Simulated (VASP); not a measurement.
# CsCoSi3 in VASP: single point with PBEsol

Aim: the single point of CsCoSi3 with PBEsol.

Everything below comes from runs of VASP 6.6.1. Logs are shortened: lines on timing, memory, paths and dates and some standing lists are left out, and cuts for length are marked.

## 1. The cell of the first run

The typed cell holds 10 atoms: a = 6.602 Å, b = 6.602 Å, c = 5.529 Å, α = 90.00°, β = 90.00°, γ = 120.00°.

## 2. Single point, PBEsol

File INCAR:

```
SYSTEM = CsCoSi3
PREC = Accurate ; ENCUT = 520
EDIFF = 1E-7 ; ISMEAR = -1
SIGMA = 0.0729 ; LREAL = .FALSE.
LASPH = .TRUE. ; NELM = 100
ALGO = Normal ; ISIF = 2
LWAVE = .FALSE. ; LCHARG = .FALSE.
GGA = PS ; NBANDS = 41
```

File KPOINTS:

```
Automatic mesh
0
G
  6 6 6
  0 0 0
```

File POSCAR:

```
CsCoSi3
1.0
    6.6023830000      0.0000000000      0.0000000000
   -3.3011920000      5.7178330000      0.0000000000
    0.0000000000      0.0000000000      5.5294120000
Cs Co Si
2 2 6
Direct
    0.3333000000      0.6667000000      0.7500000000
    0.6666000000      0.3333000000      0.2500000000
    0.0000000000      0.0000000000      0.0000000000
    0.0000000000      0.0000000000      0.5000000000
    0.1545000000      0.8455000000      0.2500000000
    0.3090000000      0.1545000000      0.7500000000
    0.1545000000      0.3090000000      0.2500000000
    0.8455000000      0.1545000000      0.7500000000
    0.6910000000      0.8455000000      0.2500000000
    0.8455000000      0.6910000000      0.7500000000
```

Potentials or basis: VASP PAW PBE potentials, release 64 (Cs_sv, Co, Si).

Started as:

```
$ cat potpaw_PBE.64/Cs_sv/POTCAR potpaw_PBE.64/Co/POTCAR potpaw_PBE.64/Si/POTCAR > POTCAR
$ mpirun -np 1 vasp_std > vasp.out
```

OUTCAR:

```text
SYSTEM = CsCoSi3
   PREC = Accurate
   ENCUT = 520
   EDIFF = 1E-7
   ISMEAR = -1
   LREAL = .FALSE.
   LASPH = .TRUE.
   NELM = 100
   ISIF = 2
   GGA = PS

 ion  position               nearest neighbor table
   1  0.333  0.667  0.750-
   2  0.667  0.333  0.250-
   3  0.000  0.000  0.000-   6 2.24   9 2.24   8 2.24   5 2.24   7 2.24  10 2.24   4 2.76   4 2.76

   4  0.000  0.000  0.500-   6 2.24   9 2.24   8 2.24   5 2.24   7 2.24  10 2.24   3 2.76   3 2.76

   5  0.154  0.846  0.250-   3 2.24   4 2.24   9 3.06   7 3.06
   6  0.309  0.154  0.750-   3 2.24   4 2.24   8 3.06  10 3.06
   7  0.154  0.309  0.250-   3 2.24   4 2.24   9 3.06   5 3.06
   8  0.846  0.154  0.750-   3 2.24   4 2.24   6 3.06  10 3.06
   9  0.691  0.846  0.250-   3 2.24   4 2.24   5 3.06   7 3.06
  10  0.846  0.691  0.750-   3 2.24   4 2.24   6 3.06   8 3.06

  LATTYP: Found a hexagonal cell.
 ALAT       =     6.6023830000
 C/A-ratio  =     0.8374873133

  Lattice vectors:

 A1 = (   6.6023830000,   0.0000000000,   0.0000000000)
 A2 = (  -3.3011920000,   5.7178330000,   0.0000000000)
 A3 = (   0.0000000000,   0.0000000000,   5.5294120000)

Analysis of symmetry for initial positions (statically):
=====================================================================
 Subroutine PRICEL returns:
 Original cell was already a primitive cell.

 Routine SETGRP: Setting up the symmetry group for a
 hexagonal supercell.

 Subroutine GETGRP returns: Found  4 space group operations
 (whereof  2 operations were pure point group operations)
 out of a pool of 24 trial point group operations.

The static configuration has the point symmetry C_2 .
 The point group associated with its full space group is C_2v.

Analysis of symmetry for dynamics (positions and initial velocities):
=====================================================================
 Subroutine PRICEL returns:
 Original cell was already a primitive cell.

 Routine SETGRP: Setting up the symmetry group for a
 hexagonal supercell.

 Subroutine GETGRP returns: Found  4 space group operations
 (whereof  2 operations were pure point group operations)
 out of a pool of 24 trial point group operations.

The dynamic configuration has the point symmetry C_2 .
 The point group associated with its full space group is C_2v.

 Subroutine INISYM returns: Found  4 space group operations
 (whereof  2 operations are pure point group operations),
 and found     1 'primitive' translations

----------------------------------------------------------------------------------------

                                     Primitive cell

  volume of cell :     208.7426

  direct lattice vectors                    reciprocal lattice vectors
     6.602383000  0.000000000  0.000000000     0.151460465  0.087445729  0.000000000
    -3.301192000  5.717833000  0.000000000     0.000000000  0.174891432  0.000000000
     0.000000000  0.000000000  5.529412000     0.000000000  0.000000000  0.180851056

  length of vectors
     6.602383000  6.602384633  5.529412000     0.174891475  0.174891432  0.180851056

  position of ions in fractional coordinates (direct lattice)
     0.333300000  0.666700000  0.750000000
     0.666600000  0.333300000  0.250000000
     0.000000000  0.000000000  0.000000000
     0.000000000  0.000000000  0.500000000
     0.154500000  0.845500000  0.250000000
     0.309000000  0.154500000  0.750000000
     0.154500000  0.309000000  0.250000000
     0.845500000  0.154500000  0.750000000
     0.691000000  0.845500000  0.250000000
     0.845500000  0.691000000  0.750000000

  ion indices of the primitive-cell ions
   primitive index   ion index
                 1           1
                 2           2
                 3           3
                 4           4
                 5           5
                 6           6
                 7           7
                 8           8
                 9           9
                10          10

----------------------------------------------------------------------------------------

 KPOINTS: Automatic mesh

Automatic generation of k-mesh.
 Grid dimensions read from file:
 generate k-points for:    6    6    6

 Generating k-lattice:

  Cartesian coordinates                     Fractional coordinates (reciprocal lattice)
     0.025243411  0.014574288  0.000000000     0.166666667  0.000000000  0.000000000
     0.000000000  0.029148572  0.000000000     0.000000000  0.166666667  0.000000000
     0.000000000  0.000000000  0.030141843     0.000000000  0.000000000  0.166666667

  Length of vectors
     0.029148579  0.029148572  0.030141843

  Shift w.r.t. Gamma in fractional coordinates (k-lattice)
     0.000000000  0.000000000  0.000000000

 Subroutine IBZKPT returns following result:
 ===========================================

 Found     52 irreducible k-points:

 Following reciprocal coordinates:
            Coordinates               Weight
  0.000000  0.000000  0.000000      1.000000
  0.166667  0.000000  0.000000      4.000000
  0.000000  0.166667  0.000000      2.000000
  0.333333  0.000000  0.000000      4.000000
  0.000000  0.333333  0.000000      2.000000
  0.500000 -0.000000  0.000000      2.000000
[... 16 lines left out ...]
  0.333333  0.166667  0.166667      8.000000
 -0.166667  0.500000  0.166667      8.000000
 [... further k-points ...]
   k-points           NKPTS =     52   k-points in BZ     NKDIM =     52   number of bands    NBANDS=     41
   number of dos      NEDOS =    301   number of ions     NIONS =     10
   total plane-waves  NPLWV = 105000
   dimension x,y,z NGX =    50 NGY =   50 NGZ =   42
   dimension x,y,z NGXF=   100 NGYF=  100 NGZF=   84
   ions per type =               2   2   6
   NGX,Y,Z   is equivalent  to a cutoff of  12.59, 12.59, 12.63 a.u.
   NGXF,Y,Z  is equivalent  to a cutoff of  25.18, 25.18, 25.26 a.u.
 SYSTEM =  CsCoSi3
   PREC   = accura    normal or accurate (medium, high low for compatibility)
   ISTART =      0    job   : 0-new  1-cont  2-samecut
   ICHARG =      2    charge: 1-file 2-atom 10-const
   ISPIN  =      1    spin polarized calculation?
   LNONCOLLINEAR =      F non collinear calculations
   LSORBIT =      F    spin-orbit coupling
   LASPH  =      T    aspherical Exc in radial PAW
   ENCUT  =  520.0 eV  38.22 Ry    6.18 a.u.  12.28 12.28 10.28*2*pi/ulx,y,z
   NELM   =    100;   NELMIN=  2; NELMDL= -5     # of ELM steps
   EDIFF  = 0.1E-06   stopping-criterion for ELM
   LREAL  =      F    real-space projection
   EDIFFG = 0.1E-05   stopping-criterion for IOM
   NSW    =      0    number of steps for IOM
   IBRION =     -1    ionic relax: 0-MD 1-quasi-New 2-CG
   NFREE  =      0    steps in history (QN), initial steepest desc. (CG)
   ISIF   =      2    stress and relaxation
   ISYM   =      2    0-nonsym 1-usesym 2-fastsym
   POTIM  = 0.5000    time-step for ionic-motion
   TEBEG  =    0.0;   TEEND  =   0.0 temperature during run
   PSTRESS=    0.0 pullay stress
   NELECT =      60.0000    total number of electrons
   NUPDOWN=      -1.0000    fix difference up-down
   EMIN   =  10.00;   EMAX   =-10.00  energy-range for DOS
   EFERMI =   0.00;   METHOD = LEGACY
   ISMEAR =    -1;   SIGMA  =   0.07  broadening in eV -4-tet -1-fermi 0-gaus
   EFERMI_NEDOS =   21; number of points for ismear=-14 and -15
   IALGO  =     38    algorithm
   IMIX   =      4    mixing-type and parameters
     AMIX     =   0.40;   BMIX     =  1.00
     AMIX_MAG =   1.60;   BMIX_MAG =  1.00
  volume/ion in A,a.u.               =      20.87       140.87
  Fermi-wavevector in a.u.,A,eV,Ry     =   1.080409  2.041677 15.881858  1.167284
  Thomas-Fermi vector in A             =   2.216399
   LORBIT       =      0    0 simple, 1 ext, 2 COOP (PROOUT), +10 PAW based schemes
   GGA     = PS    functional components
   LHFCALC =     F    Hartree Fock is set to
   AEXX    =    0.0000 exact exchange contribution
   IVDW    =     0    specifies the selected vdW correction
   LEPSILON=     F    determine dielectric tensor
   LRPA    =     F    only Hartree local field effects (RPA)
 non-spin polarized calculation
  energy-cutoff  :      520.00
  volume of cell :      208.74
 maximum number of plane-waves:      5652
 NGX is ok and might be reduce to    50
   NGX = 25   NGY = 25   NGZ = 21

 number of electron      60.0000008 magnetization

 Free energy of the ion-electron system (eV)
  ---------------------------------------------------
  ext. energy  EPLUGINS =         0.00000000
  ---------------------------------------------------
  free energy    TOTEN  =       -49.04555341 eV

  energy without entropy =      -48.92368961  energy(sigma->0) =      -48.98462151

 E-fermi :   5.5108     XC(G=0): -10.2034

 val. band max:        5.4944969162   @ k =   0.1667   0.1667   0.1667
 cond. band min:       5.5136073620   @ k =   0.5000   0.3333   0.3333
 fundamental gap:      0.0191104458
 Fermi energy:         5.5107908016

 k-point     1 :       0.0000    0.0000    0.0000
  band No.  band energies     occupation
      1     -15.8566      2.00000
      2     -15.7746      2.00000
      3      -4.9907      2.00000
      4      -3.5312      2.00000
      5      -3.5311      2.00000
      6      -3.3839      2.00000
[... 33 lines left out ...]
     40       9.6750      0.00000
     41       9.7139      0.00000

 k-point     2 :       0.1667    0.0000    0.0000
  band No.  band energies     occupation
      1     -15.8511      2.00000
      2     -15.7789      2.00000
      3      -5.1106      2.00000
      4      -3.7613      2.00000
      5      -3.6746      2.00000
      6      -3.1715      2.00000
[... 957 lines left out ...]
     40       9.0046      0.00000
     41       9.3961      0.00000

 k-point    24 :      -0.1667    0.5000    0.1667
  band No.  band energies     occupation
      1     -15.8237      2.00000
      2     -15.8004      2.00000
      3      -5.2877      2.00000
      4      -3.9773      2.00000
      5      -3.8004      2.00000
      6      -3.1816      2.00000
[... 33 lines left out ...]
     40       9.0046      0.00000
     41       9.3960      0.00000

 [... further k-points ...]

------------------------ aborting loop because EDIFF is reached ----------------------------------------

  FORCE on cell =-STRESS in cart. coord.  units (eV):
  Direction    XX          YY          ZZ          XY          YZ          ZX
  --------------------------------------------------------------------------------------
  -------------------------------------------------------------------------------------
  Total        3.6998703      3.6986844     -1.9951017     -0.0000003      0.0000000      0.0000000
  in kB       28.3978821     28.3887796    -15.3131487     -0.0000025      0.0000000      0.0000000
  external PRESSURE =      13.8245043 kB  Pullay stress =       0.0000000 kB

 VOLUME and BASIS-vectors are now :
 -----------------------------------------------------------------------------
  energy-cutoff  :      520.00
  volume of cell :      208.74
      direct lattice vectors                 reciprocal lattice vectors
     6.602383000  0.000000000  0.000000000     0.151460465  0.087445729  0.000000000
    -3.301192000  5.717833000  0.000000000     0.000000000  0.174891432  0.000000000
     0.000000000  0.000000000  5.529412000     0.000000000  0.000000000  0.180851056

 POSITION                                       TOTAL-FORCE (eV/Angst)
 -----------------------------------------------------------------------------------
     -0.00033      3.81208      4.14706         0.001676     -0.001093     -0.000000
      3.30086      1.90575      1.38235         0.001676      0.001093     -0.000000
      0.00000      0.00000      0.00000        -0.000207      0.000000     -0.000000
      0.00000      0.00000      2.76471        -0.000207      0.000000     -0.000000
     -1.77109      4.83443      1.38235         0.381915     -0.221512     -0.000000
      1.53010      0.88341      4.14706         0.381915      0.221512      0.000000
     -0.00000      1.76681      1.38235        -0.000824      0.441984     -0.000000
      5.07228      0.88341      4.14706        -0.382560      0.220933     -0.000000
      1.77109      4.83443      1.38235        -0.382560     -0.220933     -0.000000
      3.30119      3.95102      4.14706        -0.000824     -0.441984     -0.000000
 -----------------------------------------------------------------------------------
    total drift:                               -0.000004     -0.000000      0.000000

  FREE ENERGIE OF THE ION-ELECTRON SYSTEM (eV)
  ---------------------------------------------------
  free  energy   TOTEN  =       -49.0455534074 eV

  energy  without entropy=      -48.9236896143  energy(sigma->0) =      -48.98462151
```

It took 14 min on 1 thread of Oxide Virtual Turin-like, shared host; peak memory 0.54 GiB.

What came out:

```
Free energy            : -49.0456 eV
Pressure               : 1.4 GPa
Largest force          : 0.442 eV/Å
Band gap on the k mesh : zero (bands 30 and 31 overlap by 0.47 eV)
```

Forces on the atoms (eV/Å):
```
Cs   0.002 -0.001  0.000
Cs   0.002  0.001  0.000
Co   0.000  0.000  0.000
Co   0.000  0.000  0.000
Si   0.382 -0.222  0.000
Si   0.382  0.222  0.000
Si  -0.001  0.442  0.000
Si  -0.383  0.221  0.000
Si  -0.383 -0.221  0.000
Si  -0.001 -0.442  0.000
```

Stress tensor (GPa, compression positive):
```
 2.84  0.00  0.00
 0.00  2.84  0.00
 0.00  0.00 -1.53
```

Levels at points of the mesh, in eV from the Fermi level:
```
           k point  band 26  band 27  band 28  band 29  band 30  band 31  band 32  band 33  band 34  band 35
(0.00, 0.00, 0.00)    -1.52    -1.32    -1.32    -0.15    -0.15    -0.15     1.47     1.47     1.48     1.48
(0.50, 0.00, 0.00)    -1.48    -1.25    -0.81    -0.62    -0.25    -0.22     0.43     1.18     1.19     1.37
(0.00, 0.50, 0.00)    -1.48    -1.25    -0.81    -0.62    -0.25    -0.22     0.43     1.17     1.19     1.37
(0.00, 0.00, 0.50)    -2.26    -0.12    -0.12    -0.12    -0.12     0.86     0.86     2.61     2.61     3.41
(0.50, 0.00, 0.50)    -1.35    -0.30    -0.30    -0.29    -0.29     1.03     1.03     1.19     1.19     1.35
(0.00, 0.50, 0.50)    -1.35    -0.30    -0.30    -0.29    -0.29     1.03     1.03     1.19     1.19     1.35
```

Caveat: the PAW data sets were made with another functional, which shifts forces and pressure a little; spin-orbit coupling is left out, which moves the levels of the heavy elements; the run has no spin polarisation, though such a crystal can be magnetic.
